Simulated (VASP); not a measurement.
# Ca (Fm-3m) in VASP: further runs

The runs below take Ca through relaxation of cell and atoms, single point, with PBE, LDA.

Program: VASP 6.6.1. These are calculated values, not measurements. Logs are shortened: lines on timing, memory, paths and dates and some standing lists are left out, and cuts for length are marked.

### Step 1. The cell of the first run

The structure is cubic, space group Fm-3m (No. 225). Conventional cell: a = 4.812 Å, b = 4.812 Å, c = 4.812 Å, α = 90.00°, β = 90.00°, γ = 90.00°. Ca (site symmetry m-3m) has 12 Ca at 3.40 Å within 4.5 Å.

### Step 2. Relaxation of cell and atoms, PBE

Contents of INCAR:

```
ALGO = Normal
EDIFF = 1E-7
EDIFFG = -0.01
ENCUT = 500
GGA = PE
GGA_COMPAT = False
IBRION = 2
ISIF = 3
ISMEAR = -1
LASPH = True
LCHARG = False
LREAL = False
LWAVE = False
NELM = 120
NELMIN = 4
NSW = 60
PREC = Accurate
SIGMA = 0.1
```

Contents of KPOINTS:

```
k-points
0
Gamma
  6 6 6
```

Contents of POSCAR:

```
Ca
1.0
    0.0000000000      2.4061280000      2.4061280000
    2.4061280000      0.0000000000      2.4061280000
    2.4061280000      2.4061280000      0.0000000000
Ca
1
Direct
    0.0000000000      0.0000000000      0.0000000000
```

Potentials or basis: VASP PAW PBE potentials, release 64 (Ca_sv).

Command:

```
> cat potpaw_PBE.64/Ca_sv/POTCAR > POTCAR
> mpirun -np 1 vasp_std > vasp.out
```

OUTCAR:

```text
EDIFF = 1E-7
   EDIFFG = -0.01
   ENCUT = 500
   GGA = PE
   IBRION = 2
   ISIF = 3
   ISMEAR = -1
   LASPH = True
   LREAL = False
   NELM = 120
   NELMIN = 4
   NSW = 60
   PREC = Accurate

 ion  position               nearest neighbor table
   1  0.000  0.000  0.000-

  LATTYP: Found a face centered cubic cell.
 ALAT       =     4.8122560000

  Lattice vectors:

 A1 = (   0.0000000000,   2.4061280000,   2.4061280000)
 A2 = (   2.4061280000,   0.0000000000,   2.4061280000)
 A3 = (   2.4061280000,   2.4061280000,   0.0000000000)

Analysis of symmetry for initial positions (statically):
=====================================================================
 Subroutine PRICEL returns:
 Original cell was already a primitive cell.

 Routine SETGRP: Setting up the symmetry group for a
 face centered cubic supercell.

 Subroutine GETGRP returns: Found 48 space group operations
 (whereof 48 operations were pure point group operations)
 out of a pool of 48 trial point group operations.

The static configuration has the point symmetry O_h .

Analysis of symmetry for dynamics (positions and initial velocities):
=====================================================================
 Subroutine PRICEL returns:
 Original cell was already a primitive cell.

 Routine SETGRP: Setting up the symmetry group for a
 face centered cubic supercell.

 Subroutine GETGRP returns: Found 48 space group operations
 (whereof 48 operations were pure point group operations)
 out of a pool of 48 trial point group operations.

The dynamic configuration has the point symmetry O_h .

 Subroutine INISYM returns: Found 48 space group operations
 (whereof 48 operations are pure point group operations),
 and found     1 'primitive' translations

----------------------------------------------------------------------------------------

                                     Primitive cell

  volume of cell :      27.8603

  direct lattice vectors                    reciprocal lattice vectors
     0.000000000  2.406128000  2.406128000    -0.207802744  0.207802744  0.207802744
     2.406128000  0.000000000  2.406128000     0.207802744 -0.207802744  0.207802744
     2.406128000  2.406128000  0.000000000     0.207802744  0.207802744 -0.207802744

  length of vectors
     3.402778850  3.402778850  3.402778850     0.359924910  0.359924910  0.359924910

  position of ions in fractional coordinates (direct lattice)
     0.000000000  0.000000000  0.000000000

  ion indices of the primitive-cell ions
   primitive index   ion index
                 1           1

----------------------------------------------------------------------------------------

 KPOINTS: k-points

Automatic generation of k-mesh.
 Grid dimensions read from file:
 generate k-points for:    6    6    6

 Generating k-lattice:

  Cartesian coordinates                     Fractional coordinates (reciprocal lattice)
    -0.034633791  0.034633791  0.034633791     0.166666667  0.000000000  0.000000000
     0.034633791 -0.034633791  0.034633791     0.000000000  0.166666667  0.000000000
     0.034633791  0.034633791 -0.034633791     0.000000000  0.000000000  0.166666667

  Length of vectors
     0.059987485  0.059987485  0.059987485

  Shift w.r.t. Gamma in fractional coordinates (k-lattice)
     0.000000000  0.000000000  0.000000000

 Subroutine IBZKPT returns following result:
 ===========================================

 Found     16 irreducible k-points:

 Following reciprocal coordinates:
            Coordinates               Weight
  0.000000  0.000000  0.000000      1.000000
  0.166667  0.000000  0.000000      8.000000
  0.333333  0.000000  0.000000      8.000000
  0.500000  0.000000  0.000000      4.000000
  0.166667  0.166667  0.000000      6.000000
  0.333333  0.166667  0.000000     24.000000
[... 8 lines left out ...]
 -0.333333  0.333333  0.166667     24.000000
 -0.333333  0.500000  0.166667     12.000000
   k-points           NKPTS =     16   k-points in BZ     NKDIM =     16   number of bands    NBANDS=      9
   number of dos      NEDOS =    301   number of ions     NIONS =      1
   total plane-waves  NPLWV =  21952
   dimension x,y,z NGX =    28 NGY =   28 NGZ =   28
   dimension x,y,z NGXF=    56 NGYF=   56 NGZF=   56
   ions per type =               1
   NGX,Y,Z   is equivalent  to a cutoff of  13.68, 13.68, 13.68 a.u.
   NGXF,Y,Z  is equivalent  to a cutoff of  27.36, 27.36, 27.36 a.u.
 SYSTEM =  unknown system
   PREC   = accura    normal or accurate (medium, high low for compatibility)
   ISTART =      0    job   : 0-new  1-cont  2-samecut
   ICHARG =      2    charge: 1-file 2-atom 10-const
   ISPIN  =      1    spin polarized calculation?
   LNONCOLLINEAR =      F non collinear calculations
   LSORBIT =      F    spin-orbit coupling
   LASPH  =      T    aspherical Exc in radial PAW
   ENCUT  =  500.0 eV  36.75 Ry    6.06 a.u.   6.20  6.20  6.20*2*pi/ulx,y,z
   NELM   =    120;   NELMIN=  4; NELMDL= -5     # of ELM steps
   EDIFF  = 0.1E-06   stopping-criterion for ELM
   LREAL  =      F    real-space projection
   EDIFFG = -.1E-01   stopping-criterion for IOM
   NSW    =     60    number of steps for IOM
   IBRION =      2    ionic relax: 0-MD 1-quasi-New 2-CG
   NFREE  =      1    steps in history (QN), initial steepest desc. (CG)
   ISIF   =      3    stress and relaxation
   ISYM   =      2    0-nonsym 1-usesym 2-fastsym
   POTIM  = 0.5000    time-step for ionic-motion
   TEBEG  =    0.0;   TEEND  =   0.0 temperature during run
   PSTRESS=    0.0 pullay stress
   NELECT =      10.0000    total number of electrons
   NUPDOWN=      -1.0000    fix difference up-down
   EMIN   =  10.00;   EMAX   =-10.00  energy-range for DOS
   EFERMI =   0.00;   METHOD = LEGACY
   ISMEAR =    -1;   SIGMA  =   0.10  broadening in eV -4-tet -1-fermi 0-gaus
   EFERMI_NEDOS =   21; number of points for ismear=-14 and -15
   IALGO  =     38    algorithm
   IMIX   =      4    mixing-type and parameters
     AMIX     =   0.40;   BMIX     =  1.00
     AMIX_MAG =   1.60;   BMIX_MAG =  1.00
  volume/ion in A,a.u.               =      27.86       188.01
  Fermi-wavevector in a.u.,A,eV,Ry     =   1.163446  2.198594 18.416925  1.353606
  Thomas-Fermi vector in A             =   2.299995
   LORBIT       =      0    0 simple, 1 ext, 2 COOP (PROOUT), +10 PAW based schemes
   GGA     = PE    functional components
   LHFCALC =     F    Hartree Fock is set to
   AEXX    =    0.0000 exact exchange contribution
   IVDW    =     0    specifies the selected vdW correction
   LEPSILON=     F    determine dielectric tensor
   LRPA    =     F    only Hartree local field effects (RPA)
 conjugate gradient relaxation of ions
 non-spin polarized calculation
  energy-cutoff  :      500.00
  volume of cell :       27.86
 maximum number of plane-waves:       725
 NGX is ok and might be reduce to    28
   NGX = 13   NGY = 13   NGZ = 13

--------------------------------------- Ionic step        1  -------------------------------------------

 number of electron      10.0000000 magnetization

 Free energy of the ion-electron system (eV)
  ---------------------------------------------------
  ext. energy  EPLUGINS =         0.00000000
  ---------------------------------------------------
  free energy    TOTEN  =        -1.46915458 eV

  energy without entropy =       -1.42715487  energy(sigma->0) =       -1.44815472

 E-fermi :   4.0101     XC(G=0):  -9.1398

 val. band max:        3.9139241530   @ k =  -0.3333   0.3333   0.1667
 cond. band min:       4.0897752973   @ k =   0.5000   0.5000   0.0000
 fundamental gap:      0.1758511443
 Fermi energy:         4.0101095230

 k-point     1 :       0.0000    0.0000    0.0000
  band No.  band energies     occupation
      1     -37.2471      2.00000
      2     -18.0040      2.00000
      3     -18.0040      2.00000
      4     -18.0040      2.00000
      5      -0.7502      2.00000
      6       6.7507      0.00000
      7       6.7507      0.00000
      8       6.7507      0.00000
      9       8.4605      0.00000
[... 276 lines left out ...]
  FREE ENERGIE OF THE ION-ELECTRON SYSTEM (eV)
  ---------------------------------------------------
  free  energy   TOTEN  =        -1.9284133630 eV

  energy  without entropy=       -1.8720890581  energy(sigma->0) =       -1.90025121

[... ionic steps 4 to 16 ...]

--------------------------------------- Ionic step       17  -------------------------------------------

 number of electron       9.9999998 magnetization

------------------------ aborting loop because EDIFF is reached ----------------------------------------

  FORCE on cell =-STRESS in cart. coord.  units (eV):
  Direction    XX          YY          ZZ          XY          YZ          ZX
  --------------------------------------------------------------------------------------
  -------------------------------------------------------------------------------------
  Total        0.0175740      0.0175740      0.0175740      0.0000000      0.0000000     -0.0000000
  in kB        0.6701840      0.6701840      0.6701840      0.0000000      0.0000000     -0.0000000
  external PRESSURE =       0.6701840 kB  Pullay stress =       0.0000000 kB
[... 55 lines left out ...]
  energy  without entropy=       -1.8794495659  energy(sigma->0) =       -1.90701512

--------------------------------------- Ionic step       19  -------------------------------------------

 number of electron       9.9999999 magnetization

 Free energy of the ion-electron system (eV)
  ---------------------------------------------------
  ext. energy  EPLUGINS =         0.00000000
  ---------------------------------------------------
  free energy    TOTEN  =        -1.93459457 eV

  energy without entropy =       -1.87943417  energy(sigma->0) =       -1.90701437

 E-fermi :   2.0048     XC(G=0):  -7.7418

 val. band max:        1.9818166226   @ k =  -0.3333   0.3333   0.1667
 cond. band min:       2.0829995288   @ k =  -0.3333   0.3333   0.1667
 fundamental gap:      0.1011829062
 Fermi energy:         2.0047698352

 k-point     1 :       0.0000    0.0000    0.0000
  band No.  band energies     occupation
      1     -40.0204      2.00000
      2     -20.9386      2.00000
      3     -20.9386      2.00000
      4     -20.9386      2.00000
      5      -2.0568      2.00000
      6       4.3228      0.00000
      7       4.3228      0.00000
      8       4.3228      0.00000
      9       5.3992      0.00000
[... 206 lines left out ...]
  FREE ENERGIE OF THE ION-ELECTRON SYSTEM (eV)
  ---------------------------------------------------
  free  energy   TOTEN  =        -1.9345945692 eV

  energy  without entropy=       -1.8794341727  energy(sigma->0) =       -1.90701437

 reached required accuracy - stopping structural energy minimisation
```

It took 89 s on 1 thread of Intel Xeon 8259CL, shared host; peak memory 0.16 GiB.

What came out:

```yaml
Free_energy: -1.9346 eV
Relaxed_volume: 42.09 Å³/atom
Relaxed_cell: a = 3.904 Å, b = 3.904 Å, c = 3.904 Å, α = 60.00°, β = 60.00°, γ = 60.00°
Space_group_after_relaxing_to_0.1_Å: Fm-3m (No. 225)
Energy_gained_by_relaxing: 465.4 meV/atom
Ionic_steps: 19
Pressure_after_relaxing: 0.0 GPa
Band_gap_on_the_k_mesh: zero (bands 5 and 6 overlap by 0.17 eV)
```

The path:
```csv
step,energy change (eV),largest force (eV/Å),pressure (GPa),volume (Å³)
1,0.0000,0.0000,13.83,27.86
2,-0.4480,0.0000,1.72,38.72
3,-0.4593,0.0000,-0.85,44.43
4,-0.4654,0.0000,-0.06,42.31
5,-0.4654,0.0000,0.08,41.98
6,-0.4654,0.0000,0.08,41.99
7,-0.4654,0.0000,0.08,41.99
8,-0.4654,0.0000,0.08,41.99
9,-0.4654,0.0000,0.08,41.99
10,-0.4654,0.0000,0.08,41.99
11,-0.4654,0.0000,0.08,41.99
12,-0.4654,0.0000,0.08,41.99
13,-0.4654,0.0000,0.08,41.99
14,-0.4654,0.0000,0.08,41.99
15,-0.4654,0.0000,0.07,41.99
16,-0.4654,0.0000,0.07,42.00
17,-0.4654,0.0000,0.07,42.01
18,-0.4654,0.0000,0.06,42.04
19,-0.4654,0.0000,0.04,42.09
```

Final structure:
```xyz
1
Lattice="0.0000 2.7608 2.7608 2.7608 0.0000 2.7608 2.7608 2.7608 0.0000" Properties=species:S:1:pos:R:3 pbc="T T T"
Ca    0.0000    0.0000    0.0000
```

Caveat: the k points lie up to 0.33 Å⁻¹ apart in the final cell; the volume moved by over 15 % at a fixed basis, so the end points are rough.

(Continued in part 2 of 3.)
